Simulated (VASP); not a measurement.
# Al15TeN15 (a cell with a defect) in VASP: notebook

The runs below take Al15TeN15 (a cell with a defect) through relaxation of the atoms, single point, with PBE, r2SCAN.

Everything below comes from runs of VASP 6.6.1. Logs are shortened: lines on timing, memory, paths and dates and some standing lists are left out, and cuts for length are marked.

### Step 1. The cell of the first run

The cell holds a defect, 31 atoms: a = 6.260 Å, b = 6.260 Å, c = 10.035 Å, α = 90.00°, β = 90.00°, γ = 120.00°.

### Step 2. Relaxation of the atoms, PBE

File INCAR:

```
SYSTEM = Al15TeN15
ALGO     = Normal         ! electronic algorithm
EDIFF    = 1E-7           ! SCF threshold, eV
EDIFFG   = -0.03          ! ionic threshold
ENCUT    = 520            ! plane-wave cutoff, eV
GGA      = PE             ! functional
GGA_COMPAT= .FALSE.      
IBRION   = 2              ! ionic algorithm
ISIF     = 2              ! what is computed and relaxed
ISMEAR   = 0              ! smearing method
ISYM     = -1           
LASPH    = .TRUE.         ! aspherical terms in the spheres
LCHARG   = .FALSE.        ! write CHGCAR
LREAL    = Auto         
LWAVE    = .FALSE.        ! write WAVECAR
NELM     = 120            ! most SCF steps
NELMIN   = 4            
NSW      = 100            ! ionic steps
PREC     = Accurate       ! precision mode
SIGMA    = 0.01           ! smearing width, eV
```

File KPOINTS:

```
explicit points
1
Reciprocal
  0.25000000   0.25000000   0.25000000 1
```

File POSCAR:

```
Al15TeN15
1.0
    6.2595139100      0.0000000600      0.0000000000
   -3.1297570100      5.4208980300      0.0000000000
    0.0000000000      0.0000000000     10.0348065900
Al Te N
15 1 15
Direct
    0.3333333300      0.1666666700      0.2496176900
    0.3333333300      0.1666666700      0.7496176900
    0.1666666700      0.3333333300      0.9996176900
    0.3333333300      0.6666666700      0.2496176900
    0.1666666700      0.8333333300      0.4996176900
    0.3333333300      0.6666666700      0.7496176900
    0.1666666700      0.8333333300      0.9996176900
    0.8333333300      0.1666666700      0.2496176900
    0.6666666700      0.3333333300      0.4996176900
    0.8333333300      0.1666666700      0.7496176900
    0.6666666700      0.3333333300      0.9996176900
    0.8333333300      0.6666666700      0.2496176900
    0.6666666700      0.8333333300      0.4996176900
    0.8333333300      0.6666666700      0.7496176900
    0.6666666700      0.8333333300      0.9996176900
    0.3333333300      0.1666666700      0.4403823100
    0.1666666700      0.3333333300      0.1903823100
    0.3333333300      0.1666666700      0.9403823100
    0.1666666700      0.3333333300      0.6903823100
    0.3333333300      0.6666666700      0.4403823100
    0.1666666700      0.8333333300      0.1903823100
    0.3333333300      0.6666666700      0.9403823100
    0.1666666700      0.8333333300      0.6903823100
    0.8333333300      0.1666666700      0.4403823100
    0.6666666700      0.3333333300      0.1903823100
    0.8333333300      0.1666666700      0.9403823100
    0.6666666700      0.3333333300      0.6903823100
    0.8333333300      0.6666666700      0.4403823100
    0.6666666700      0.8333333300      0.1903823100
    0.8333333300      0.6666666700      0.9403823100
    0.6666666700      0.8333333300      0.6903823100
```

Potentials or basis: VASP PAW PBE potentials, release 64 (Al, Te, N).

Command:

```
> cat potpaw_PBE.64/Al/POTCAR potpaw_PBE.64/Te/POTCAR potpaw_PBE.64/N/POTCAR > POTCAR
> mpirun -np 1 vasp_std > vasp.out
```

OUTCAR:

```text
SYSTEM = Al15TeN15
   EDIFF = 1E-7
   EDIFFG = -0.03
   ENCUT = 520
   GGA = PE
   IBRION = 2
   ISIF = 2
   ISMEAR = 0
   ISYM = -1
   LASPH = .TRUE.
   LREAL = Auto
   NELM = 120
   NELMIN = 4
   NSW = 100
   PREC = Accurate

 ion  position               nearest neighbor table
   1  0.333  0.167  0.250-  17 1.90  25 1.90  21 1.90  16 1.91   3 3.09   9 3.09  11 3.09   5 3.09
                             7 3.09  12 3.13  12 3.13   8 3.13   8 3.13   4 3.13   4 3.13
   2  0.333  0.167  0.750-  19 1.90  27 1.90  23 1.90  18 1.91   3 3.09   9 3.09  11 3.09   5 3.09
                             7 3.09  16 3.10  14 3.13  14 3.13  10 3.13  10 3.13   6 3.13   6 3.13
   3  0.167  0.333  1.000-  18 1.90  26 1.90  22 1.90  17 1.91   1 3.09   2 3.09   8 3.09  10 3.09
                             4 3.09   6 3.09  15 3.13  15 3.13  11 3.13  11 3.13   7 3.13   7 3.13
   4  0.333  0.667  0.250-  21 1.90  29 1.90  17 1.90  20 1.91   5 3.09   7 3.09  13 3.09  15 3.09
                             3 3.09   8 3.13   8 3.13  12 3.13  12 3.13   1 3.13   1 3.13
   5  0.167  0.833  0.500-  20 1.90  28 1.90  16 1.90  23 1.91   4 3.09   6 3.09  12 3.09  14 3.09
                             1 3.09   2 3.09   9 3.13   9 3.13  13 3.13  13 3.13
   6  0.333  0.667  0.750-  23 1.90  31 1.90  19 1.90  22 1.91   5 3.09   7 3.09  13 3.09  15 3.09
                             3 3.09  10 3.13  10 3.13  14 3.13  14 3.13   2 3.13   2 3.13
   7  0.167  0.833  1.000-  22 1.90  30 1.90  18 1.90  21 1.91   4 3.09   6 3.09  12 3.09  14 3.09
                             1 3.09   2 3.09  11 3.13  11 3.13  15 3.13  15 3.13   3 3.13   3 3.13
   8  0.833  0.167  0.250-  25 1.90  17 1.90  29 1.90  24 1.91   9 3.09  11 3.09   3 3.09  13 3.09
                            15 3.09   4 3.13   4 3.13   1 3.13   1 3.13  12 3.13  12 3.13
   9  0.667  0.333  0.500-  24 1.90  16 1.90  28 1.90  27 1.91   8 3.09  10 3.09   1 3.09   2 3.09
[... 15 lines left out ...]
  18  0.333  0.167  0.940-   3 1.90  11 1.90   7 1.90   2 1.91
  19  0.167  0.333  0.690-   2 1.90  10 1.90   6 1.90
  20  0.333  0.667  0.440-   5 1.90  13 1.90   4 1.91
  21  0.167  0.833  0.190-   4 1.90  12 1.90   1 1.90   7 1.91
  22  0.333  0.667  0.940-   7 1.90  15 1.90   3 1.90   6 1.91
  23  0.167  0.833  0.690-   6 1.90  14 1.90   2 1.90   5 1.91
  24  0.833  0.167  0.440-   9 1.90  13 1.90   8 1.91
  25  0.667  0.333  0.190-   8 1.90   1 1.90  12 1.90  11 1.91
  26  0.833  0.167  0.940-  11 1.90   3 1.90  15 1.90  10 1.91
  27  0.667  0.333  0.690-  10 1.90   2 1.90  14 1.90   9 1.91
  28  0.833  0.667  0.440-  13 1.90   5 1.90   9 1.90  12 1.91
  29  0.667  0.833  0.190-  12 1.90   4 1.90   8 1.90  15 1.91
  30  0.833  0.667  0.940-  15 1.90   7 1.90  11 1.90  14 1.91
  31  0.667  0.833  0.690-  14 1.90   6 1.90  10 1.90  13 1.91

IMPORTANT INFORMATION: All symmetrisations will be switched off!
NOSYMM: (Re-)initialisation of all symmetry stuff for point group C_1.

----------------------------------------------------------------------------------------

                                     Primitive cell

  volume of cell :     340.5029

  direct lattice vectors                    reciprocal lattice vectors
[... 138 lines left out ...]
  volume of cell :      340.50
 maximum number of plane-waves:      9148
 NGX is ok and might be reduce to    48
   NGX = 23   NGY = 23   NGZ = 37

--------------------------------------- Ionic step        1  -------------------------------------------

 number of electron     125.9999983 magnetization

 Free energy of the ion-electron system (eV)
  ---------------------------------------------------
  ext. energy  EPLUGINS =         0.00000000
  ---------------------------------------------------
  free energy    TOTEN  =      -207.77954699 eV

  energy without entropy =     -207.77475455  energy(sigma->0) =     -207.77715077

------------------------ aborting loop because EDIFF is reached ----------------------------------------

  FORCE on cell =-STRESS in cart. coord.  units (eV):
  Direction    XX          YY          ZZ          XY          YZ          ZX
  --------------------------------------------------------------------------------------
  -------------------------------------------------------------------------------------
  Total       24.0460721     36.7806879     52.4291616     10.7742778     -6.1226457     12.4656753
  in kB      113.1446106    173.0651307    246.6963023     50.6964906    -28.8090444     58.6550674
  external PRESSURE =     177.6353478 kB  Pullay stress =       0.0000000 kB
[... 176 lines left out ...]
  FREE ENERGIE OF THE ION-ELECTRON SYSTEM (eV)
  ---------------------------------------------------
  free  energy   TOTEN  =      -221.1064510265 eV

  energy  without entropy=     -221.1064510265  energy(sigma->0) =     -221.10645103

[... ionic steps 4 to 23 ...]

--------------------------------------- Ionic step       24  -------------------------------------------

 number of electron     125.9999999 magnetization

------------------------ aborting loop because EDIFF is reached ----------------------------------------
[... 125 lines left out ...]
--------------------------------------- Ionic step       26  -------------------------------------------

 number of electron     125.9999999 magnetization

 Free energy of the ion-electron system (eV)
  ---------------------------------------------------
  ext. energy  EPLUGINS =         0.00000000
  ---------------------------------------------------
  free energy    TOTEN  =      -223.10062760 eV

  energy without entropy =     -223.10062760  energy(sigma->0) =     -223.10062760

 E-fermi :   7.5622     XC(G=0): -10.8770

 val. band max:        7.4682243939   @ k =   0.2500   0.2500   0.2500
 cond. band min:       8.2665565467   @ k =   0.2500   0.2500   0.2500
 fundamental gap:      0.7983321529
 Fermi energy:         7.5622125350

 k-point     1 :       0.2500    0.2500    0.2500
  band No.  band energies     occupation
      1      -8.3712      2.00000
      2      -7.9426      2.00000
      3      -7.7630      2.00000
      4      -7.6779      2.00000
      5      -7.4007      2.00000
      6      -7.3019      2.00000
[... 67 lines left out ...]
     74      13.0015      0.00000
     75      13.1509      0.00000
 [bands above 75 left out]

------------------------ aborting loop because EDIFF is reached ----------------------------------------

  FORCE on cell =-STRESS in cart. coord.  units (eV):
  Direction    XX          YY          ZZ          XY          YZ          ZX
  --------------------------------------------------------------------------------------
  -------------------------------------------------------------------------------------
  Total        7.8115002      2.8725718     21.1528362     -4.3342972     -3.1088946      6.5530334
  in kB       36.7556556     13.5163869     99.5309922    -20.3942817    -14.6283630     30.8341590
  external PRESSURE =      49.9343449 kB  Pullay stress =       0.0000000 kB
[... 46 lines left out ...]
  FREE ENERGIE OF THE ION-ELECTRON SYSTEM (eV)
  ---------------------------------------------------
  free  energy   TOTEN  =      -223.1006276045 eV

  energy  without entropy=     -223.1006276045  energy(sigma->0) =     -223.10062760

 reached required accuracy - stopping structural energy minimisation
```

OSZICAR:

```text
N       E                     dE             d eps       ncg     rms          rms(c)
DAV:   1     0.601616664057E+03    0.60162E+03   -0.59051E+04   158   0.144E+03
DAV:   2    -0.180478912187E+03   -0.78210E+03   -0.76134E+03   197   0.285E+02
DAV:   3    -0.240562475567E+03   -0.60084E+02   -0.59618E+02   188   0.849E+01
[... 339 lines left out ...]
DAV:   4    -0.223100629808E+03    0.21802E-04   -0.13646E-04   188   0.439E-02    0.182E-02
DAV:   5    -0.223100627949E+03    0.18596E-05   -0.41562E-05   204   0.238E-02    0.110E-02
DAV:   6    -0.223100627453E+03    0.49600E-06   -0.96513E-06   196   0.117E-02    0.582E-03
DAV:   7    -0.223100627587E+03   -0.13381E-06   -0.20242E-06   188   0.542E-03    0.198E-03
DAV:   8    -0.223100627604E+03   -0.17854E-07   -0.25183E-07   116   0.224E-03
  26 F= -.22310063E+03 E0= -.22310063E+03  d E =-.542010E-03
```

Run time: 13 min. Hardware: 1 thread of Intel Xeon 6975P-C (Granite Rapids), shared host; peak memory 0.49 GiB.

What came out:

| Quantity | Value |
| --- | --- |
| Free energy | -223.1006 eV |
| Energy gained by relaxing | 494.2 meV/atom |
| Ionic steps | 26 |
| Pressure after relaxing | 5.0 GPa |
| Largest force after relaxing | 0.025 eV/Å |
| Band gap on the k mesh | 0.80 eV |

Forces on the atoms (eV/Å):
```
Al  -0.010  0.005 -0.022
Al   0.009 -0.008  0.013
Al   0.003 -0.004 -0.005
Al   0.003  0.000  0.008
Al   0.010  0.005 -0.004
Al  -0.006  0.011 -0.002
Al  -0.012 -0.007  0.006
Al   0.002 -0.002  0.007
Al   0.007 -0.011 -0.005
Al  -0.013 -0.001 -0.001
Al  -0.002  0.009  0.005
Al   0.004 -0.003  0.000
Al   0.005 -0.001 -0.021
Al   0.014 -0.009 -0.002
Al   0.002 -0.004  0.017
Te   0.002 -0.001  0.016
N   -0.002  0.002 -0.006
N    0.005 -0.002  0.004
N    0.014 -0.008 -0.008
N   -0.002  0.007  0.004
N   -0.006 -0.009 -0.014
N   -0.002 -0.011 -0.003
N   -0.010 -0.002  0.001
N   -0.004  0.007  0.008
N    0.002  0.008 -0.011
N    0.008  0.010 -0.004
N   -0.004  0.008  0.003
N   -0.006  0.005  0.001
N   -0.002  0.003  0.012
N   -0.006  0.001  0.002
N   -0.004  0.003  0.000
```

The path:
```csv
step,energy change (eV),largest force (eV/Å),pressure (GPa)
1,0.0000,21.5031,17.76
2,4.9906,39.8966,15.10
3,-13.3269,3.1936,6.84
4,-13.4231,2.4957,6.90
5,-13.4528,3.0482,7.00
6,-14.4791,2.1034,6.08
7,-14.5174,1.8252,6.00
8,-14.9755,0.7723,5.30
9,-14.9931,0.7734,5.19
10,-15.1650,0.4929,4.95
11,-15.1656,0.5414,4.94
12,-15.2410,0.3560,4.96
13,-15.2442,0.3641,4.98
14,-15.2783,0.2279,5.01
15,-15.2815,0.3065,5.03
16,-15.3039,0.1725,5.05
17,-15.3061,0.1437,5.07
18,-15.3127,0.0974,5.06
19,-15.3128,0.1000,5.06
20,-15.3172,0.0745,5.04
21,-15.3176,0.0924,5.03
22,-15.3195,0.0737,5.00
23,-15.3195,0.0578,5.01
24,-15.3205,0.0443,5.00
25,-15.3205,0.0444,5.00
26,-15.3211,0.0247,4.99
```

Final structure:
```xyz
31
Lattice="6.2595 0.0000 0.0000 -3.1298 5.4209 0.0000 0.0000 0.0000 10.0348" Properties=species:S:1:pos:R:3 pbc="T T T"
Al    1.4720    0.9460    2.1972
Al    1.6588    0.8466    7.5523
Al   -0.0103    1.8162    9.9405
Al   -0.0168    3.6453    2.4817
Al   -1.5569    4.3446    5.1329
Al    0.0915    3.5574    7.5203
Al   -1.5347    4.4826   10.0039
Al    4.6648    0.9008    2.4838
Al    3.2925    1.8880    5.1337
Al    4.7889    0.8504    7.5196
Al    3.1716    1.7951   10.0066
Al    3.1207    3.6151    2.5152
Al    1.5883    4.5076    5.0242
Al    3.1775    3.5823    7.5719
Al    1.5930    4.5026   10.0347
Te    0.8157    1.3356    4.6890
N    -0.0929    1.8588    1.7755
N     1.5854    0.8904    9.4653
N     0.1101    1.7427    7.0221
N     0.0076    3.7527    4.3630
N    -1.5797    4.5130    1.8690
N     0.0320    3.6276    9.4088
N    -1.4829    4.4271    7.0017
N     4.6200    0.8491    4.3730
N     3.1189    1.8062    1.8794
N     4.6998    0.8738    9.4095
N     3.2464    1.7733    7.0002
N     3.1267    3.6148    4.4238
N     1.5786    4.5105    1.8847
N     3.1417    3.6033    9.4444
N     1.6477    4.4680    6.9214
```

Caveat: spin-orbit coupling is left out, which moves the levels of the heavy elements.

[end of part 1 of 2]
